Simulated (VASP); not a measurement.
# MoSe (F-43m) in VASP: a series of runs, part 2 of 3

VASP 6.6.1. The steps go on from the part before.

### 4 Single point, r2SCAN, collinear spin

POSCAR reads:

```
MoSe
1.0
    0.0000000000      2.8314484773      2.8314484773
    2.8314484773      0.0000000000      2.8314484773
    2.8314484773      2.8314484773      0.0000000000
Mo Se
1 1
Direct
    0.0000000000      0.0000000000      0.0000000000
    0.2500000000      0.2500000000      0.2500000000
```

INCAR.step1 reads:

```
  PREC = Accurate
  ENCUT = 520
  ISMEAR = 0
  SIGMA = 0.025
  LREAL = F
  LASPH = T
  NELM = 150
  ISPIN = 2
  MAGMOM = 3 0
  LMAXMIX = 4
  NBANDS = 21
  GGA = PE
  ALGO = Normal
  EDIFF = 1E-4
  LWAVE = T
  LCHARG = F
```

INCAR.step2 reads:

```
  PREC = Accurate
  ENCUT = 520
  EDIFF = 1E-7
  ISMEAR = 0
  SIGMA = 0.025
  LREAL = F
  LASPH = T
  NELM = 150
  ALGO = Normal
  ISIF = 2
  LWAVE = F
  LCHARG = F
  ISPIN = 2
  MAGMOM = 3 0
  LORBIT = 11
  LMAXMIX = 4
  METAGGA = R2SCAN
  LMIXTAU = T
  NBANDS = 21
  ISTART = 1
```

KPOINTS reads:

```
regular mesh
0
Gamma
  10 10 10
```

Potentials or basis: VASP PAW PBE potentials, release 64 (Mo_sv, Se).

On the command line:

```sh
$ cat potpaw_PBE.64/Mo_sv/POTCAR potpaw_PBE.64/Se/POTCAR > POTCAR
$ cp INCAR.step1 INCAR
$ mpirun -np 1 vasp_std > vasp.out
$ cp INCAR.step2 INCAR
$ mpirun -np 1 vasp_std > vasp.out
```

OUTCAR:

```text
PREC = Accurate
   ENCUT = 520
   EDIFF = 1E-7
   ISMEAR = 0
   LREAL = F
   LASPH = T
   NELM = 150
   ISIF = 2
   ISPIN = 2
   LORBIT = 11
   METAGGA = R2SCAN
   ISTART = 1

 ion  position               nearest neighbor table
   1  0.000  0.000  0.000-   2 2.45   2 2.45   2 2.45   2 2.45
   2  0.250  0.250  0.250-   1 2.45   1 2.45   1 2.45   1 2.45

  LATTYP: Found a face centered cubic cell.
 ALAT       =     5.6628969546

  Lattice vectors:

 A1 = (   0.0000000000,   2.8314484773,   2.8314484773)
 A2 = (   2.8314484773,   0.0000000000,   2.8314484773)
 A3 = (   2.8314484773,   2.8314484773,   0.0000000000)

Analysis of symmetry for initial positions (statically):
=====================================================================
 Subroutine PRICEL returns:
 Original cell was already a primitive cell.

 Routine SETGRP: Setting up the symmetry group for a
 face centered cubic supercell.

 Subroutine GETGRP returns: Found 24 space group operations
 (whereof 24 operations were pure point group operations)
 out of a pool of 48 trial point group operations.

The static configuration has the point symmetry T_d .

Analysis of symmetry for dynamics (positions and initial velocities):
=====================================================================
 Subroutine PRICEL returns:
 Original cell was already a primitive cell.

 Routine SETGRP: Setting up the symmetry group for a
 face centered cubic supercell.

 Subroutine GETGRP returns: Found 24 space group operations
 (whereof 24 operations were pure point group operations)
 out of a pool of 48 trial point group operations.

The dynamic configuration has the point symmetry T_d .

Analysis of structural, dynamic, and magnetic symmetry:
=====================================================================
 Subroutine PRICEL returns:
 Original cell was already a primitive cell.

 Routine SETGRP: Setting up the symmetry group for a
 face centered cubic supercell.

 Subroutine GETGRP returns: Found 24 space group operations
 (whereof 24 operations were pure point group operations)
 out of a pool of 48 trial point group operations.

The overall configuration has the point symmetry T_d .

 Subroutine INISYM returns: Found 24 space group operations
 (whereof 24 operations are pure point group operations),
 and found     1 'primitive' translations

----------------------------------------------------------------------------------------

                                     Primitive cell

  volume of cell :      45.4000

  direct lattice vectors                    reciprocal lattice vectors
     0.000000000  2.831448477  2.831448477    -0.176588062  0.176588062  0.176588062
     2.831448477  0.000000000  2.831448477     0.176588062 -0.176588062  0.176588062
     2.831448477  2.831448477  0.000000000     0.176588062  0.176588062 -0.176588062

  length of vectors
     4.004272838  4.004272838  4.004272838     0.305859496  0.305859496  0.305859496

  position of ions in fractional coordinates (direct lattice)
     0.000000000  0.000000000  0.000000000
[... 61 lines left out ...]
   number of dos      NEDOS =    301   number of ions     NIONS =      2
   total plane-waves  NPLWV =  27000
   dimension x,y,z NGX =    30 NGY =   30 NGZ =   30
   dimension x,y,z NGXF=    60 NGYF=   60 NGZF=   60
   ions per type =               1   1
   NGX,Y,Z   is equivalent  to a cutoff of  12.46, 12.46, 12.46 a.u.
   NGXF,Y,Z  is equivalent  to a cutoff of  24.91, 24.91, 24.91 a.u.
 SYSTEM =  unknown system
   PREC   = accura    normal or accurate (medium, high low for compatibility)
   ISTART =      1    job   : 0-new  1-cont  2-samecut
   ICHARG =      0    charge: 1-file 2-atom 10-const
   ISPIN  =      2    spin polarized calculation?
   LNONCOLLINEAR =      F non collinear calculations
   LSORBIT =      F    spin-orbit coupling
   LASPH  =      T    aspherical Exc in radial PAW
   ENCUT  =  520.0 eV  38.22 Ry    6.18 a.u.   7.45  7.45  7.45*2*pi/ulx,y,z
   NELM   =    150;   NELMIN=  2; NELMDL=  0     # of ELM steps
   EDIFF  = 0.1E-06   stopping-criterion for ELM
   LREAL  =      F    real-space projection
   EDIFFG = 0.1E-05   stopping-criterion for IOM
   NSW    =      0    number of steps for IOM
   IBRION =     -1    ionic relax: 0-MD 1-quasi-New 2-CG
   NFREE  =      0    steps in history (QN), initial steepest desc. (CG)
   ISIF   =      2    stress and relaxation
   ISYM   =      2    0-nonsym 1-usesym 2-fastsym
   POTIM  = 0.5000    time-step for ionic-motion
   TEBEG  =    0.0;   TEEND  =   0.0 temperature during run
   PSTRESS=    0.0 pullay stress
   NELECT =      20.0000    total number of electrons
   NUPDOWN=      -1.0000    fix difference up-down
   EMIN   =  10.00;   EMAX   =-10.00  energy-range for DOS
   EFERMI =   0.00;   METHOD = LEGACY
   ISMEAR =     0;   SIGMA  =   0.03  broadening in eV -4-tet -1-fermi 0-gaus
   EFERMI_NEDOS =   21; number of points for ismear=-14 and -15
   IALGO  =     38    algorithm
   IMIX   =      4    mixing-type and parameters
     AMIX     =   0.40;   BMIX     =  1.00
     AMIX_MAG =   1.60;   BMIX_MAG =  1.00
  volume/ion in A,a.u.               =      22.70       153.19
  Fermi-wavevector in a.u.,A,eV,Ry     =   1.245660  2.353956 21.111734  1.551669
  Thomas-Fermi vector in A             =   2.379872
   LORBIT       =     11    0 simple, 1 ext, 2 COOP (PROOUT), +10 PAW based schemes
   METAGGA = R2SCAN    functional components
   LHFCALC =     F    Hartree Fock is set to
   AEXX    =    0.0000 exact exchange contribution
   IVDW    =     0    specifies the selected vdW correction
   LEPSILON=     F    determine dielectric tensor
   LRPA    =     F    only Hartree local field effects (RPA)
 spin polarized calculation
 Gauss-broadening in eV      SIGMA  =   0.03
  energy-cutoff  :      520.00
  volume of cell :       45.40
 maximum number of plane-waves:      1243
 NGX is ok and might be reduce to    30
   NGX = 15   NGY = 15   NGZ = 15

 number of electron      19.9999999 magnetization       1.2780825

 Free energy of the ion-electron system (eV)
  ---------------------------------------------------
  ext. energy  EPLUGINS =         0.00000000
  ---------------------------------------------------
  free energy    TOTEN  =       -39.67009050 eV

  energy without entropy =      -39.66931006  energy(sigma->0) =      -39.66970028

 E-fermi :   6.4770     XC(G=0): -10.8842

 val. band max:        6.4673029543   @ k =   0.5000   0.2000   0.1000
 cond. band min:       6.4892434867   @ k =   0.5000   0.3000   0.1000
 fundamental gap:      0.0219405324
 Fermi energy:         6.4769787478

 spin component 1

 k-point     1 :       0.0000    0.0000    0.0000
  band No.  band energies     occupation
      1     -56.9796      1.00000
      2     -30.4670      1.00000
      3     -30.4670      1.00000
      4     -30.4670      1.00000
      5      -9.1357      1.00000
      6       0.9615      1.00000
[... 565 lines left out ...]
     20      22.1725      0.00000
     21      23.1046      0.00000

 [... further k-points ...]

 spin component 2

 k-point     1 :       0.0000    0.0000    0.0000
  band No.  band energies     occupation
      1     -56.0694      1.00000
      2     -29.4340      1.00000
      3     -29.4340      1.00000
      4     -29.4340      1.00000
      5      -9.1408      1.00000
      6       1.1550      1.00000
[... 565 lines left out ...]
     20      22.6557      0.00000
     21      23.4036      0.00000

 [... further k-points ...]
[... 5 lines left out ...]
  --------------------------------------------------------------------------------------
  -------------------------------------------------------------------------------------
  Total        0.0317903      0.0317903      0.0317903     -0.0000000      0.0000000     -0.0000000
  in kB        1.1218863      1.1218863      1.1218863     -0.0000000      0.0000000     -0.0000000
  external PRESSURE =       1.1218863 kB  Pullay stress =       0.0000000 kB

 VOLUME and BASIS-vectors are now :
 -----------------------------------------------------------------------------
  energy-cutoff  :      520.00
  volume of cell :       45.40
      direct lattice vectors                 reciprocal lattice vectors
     0.000000000  2.831448477  2.831448477    -0.176588062  0.176588062  0.176588062
     2.831448477  0.000000000  2.831448477     0.176588062 -0.176588062  0.176588062
     2.831448477  2.831448477  0.000000000     0.176588062  0.176588062 -0.176588062

 POSITION                                       TOTAL-FORCE (eV/Angst)
 -----------------------------------------------------------------------------------
      0.00000      0.00000      0.00000         0.000000      0.000000      0.000000
      1.41572      1.41572      1.41572        -0.000000     -0.000000     -0.000000
 -----------------------------------------------------------------------------------
    total drift:                                0.000000      0.000000     -0.000000

  FREE ENERGIE OF THE ION-ELECTRON SYSTEM (eV)
  ---------------------------------------------------
  free  energy   TOTEN  =       -39.6700905039 eV

  energy  without entropy=      -39.6693100630  energy(sigma->0) =      -39.66970028

 total charge

# of ion       s       p       d       tot
------------------------------------------
    1        2.257   6.107   4.040  12.404
    2        1.424   2.469   0.135   4.028
--------------------------------------------------
tot          3.681   8.575   4.176  16.432

 magnetization (x)

# of ion       s       p       d       tot
------------------------------------------
    1        0.034   0.013   1.122   1.169
    2       -0.004  -0.040   0.018  -0.026
--------------------------------------------------
tot          0.030  -0.027   1.140   1.143
```

Wall time 11 min (1 thread of Intel Xeon 8259CL, shared host); peak memory 0.24 GiB.

What came out:

- Free energy: -39.6701 eV
- Pressure: 0.1 GPa
- Net moment: 1.28 μB per cell
- Site moments: Mo +1.17; Se -0.03 μB
- Valence electrons inside the program's atomic spheres: Mo 12.40; Se 4.03

Caveat: the PAW data sets were made with another functional, which shifts forces and pressure a little.

### 5 Single point, r2SCAN, collinear spin (23.15 Å³/atom)

This run uses another cell than the first one, of 23.15 Å³/atom.

POSCAR reads:

```
MoSe
1.0
    0.0000000000      2.8502003382      2.8502003382
    2.8502003382      0.0000000000      2.8502003382
    2.8502003382      2.8502003382      0.0000000000
Mo Se
1 1
Direct
    0.0000000000      0.0000000000      0.0000000000
    0.2500000000      0.2500000000      0.2500000000
```

INCAR.step1 reads:

```
SYSTEM = MoSe
PREC     = Accurate       ! precision mode
ENCUT    = 520            ! plane-wave cutoff, eV
ISMEAR   = 0              ! smearing method
SIGMA    = 0.05           ! smearing width, eV
LREAL    = .False.        ! projectors in reciprocal space
LASPH    = .True.         ! aspherical terms in the spheres
NELM     = 150            ! most SCF steps
ISPIN    = 2              ! spin polarisation
MAGMOM   = 1.02 0         ! initial moments
LMAXMIX  = 4              ! l up to which the mixer works
NBANDS   = 21             ! bands
GGA      = PE             ! functional
ALGO     = Normal         ! electronic algorithm
EDIFF    = 1E-4           ! SCF threshold, eV
LWAVE    = .True.         ! write WAVECAR
LCHARG   = .False.        ! write CHGCAR
```

INCAR.step2 reads:

```
SYSTEM = MoSe
PREC     = Accurate       ! precision mode
ENCUT    = 520            ! plane-wave cutoff, eV
EDIFF    = 1E-6           ! SCF threshold, eV
ISMEAR   = 0              ! smearing method
SIGMA    = 0.05           ! smearing width, eV
LREAL    = .False.        ! projectors in reciprocal space
LASPH    = .True.         ! aspherical terms in the spheres
NELM     = 150            ! most SCF steps
ALGO     = Normal         ! electronic algorithm
ISIF     = 2              ! what is computed and relaxed
LWAVE    = .False.        ! write WAVECAR
LCHARG   = .False.        ! write CHGCAR
ISPIN    = 2              ! spin polarisation
MAGMOM   = 1.02 0         ! initial moments
LORBIT   = 11             ! projections on sites
LMAXMIX  = 4              ! l up to which the mixer works
METAGGA  = R2SCAN         ! meta-GGA
LMIXTAU  = .True.       
NBANDS   = 21             ! bands
ISTART   = 1
```

KPOINTS reads:

```
Automatic mesh
0
Gamma
  10 10 10
  0 0 0
```

On the command line:

```sh
$ cat potpaw_PBE.64/Mo_sv/POTCAR potpaw_PBE.64/Se/POTCAR > POTCAR
$ cp INCAR.step1 INCAR
$ mpirun -np 1 vasp_std > vasp.out
$ cp INCAR.step2 INCAR
$ mpirun -np 1 vasp_std > vasp.out
```

It took 9.8 min on 1 thread of Intel Xeon 8259CL, shared host; peak memory 0.24 GiB.

Results (log left out):

```
Free energy                                           : -39.6661 eV
Pressure                                              : -1.9 GPa
Net moment                                            : 1.30 μB per cell
Site moments                                          : Mo +1.19; Se -0.03 μB
Valence electrons inside the program's atomic spheres : Mo 12.37; Se 4.01
```

Levels at points of the mesh, in eV from the Fermi level:
Spin up:
```
           k point  band 9  band 10  band 11  band 12  band 13  band 14
(0.00, 0.00, 0.00)   -1.71    -1.71     1.18     3.92     3.92     3.92
(0.50, 0.00, 0.00)   -1.28    -1.28    -0.50     1.89     1.89     3.72
(0.50, 0.50, 0.00)   -1.77    -1.01    -0.88     0.30     0.30     5.64
```
Spin down:
```tsv
k point	band 5	band 6	band 7	band 8	band 9	band 10	band 11	band 12	band 13	band 14
(0.00, 0.00, 0.00)	-15.55	-5.26	-5.26	-5.26	0.10	0.10	1.48	4.22	4.22	4.22
(0.50, 0.00, 0.00)	-14.93	-5.95	-4.84	-4.84	0.04	0.36	0.36	2.29	2.29	4.11
(0.50, 0.50, 0.00)	-14.72	-6.31	-4.25	-4.25	-1.43	0.60	0.79	0.79	1.01	6.04
```

Caveat: the PAW data sets were made with another functional, which shifts forces and pressure a little.

(Continued in part 3 of 3.)
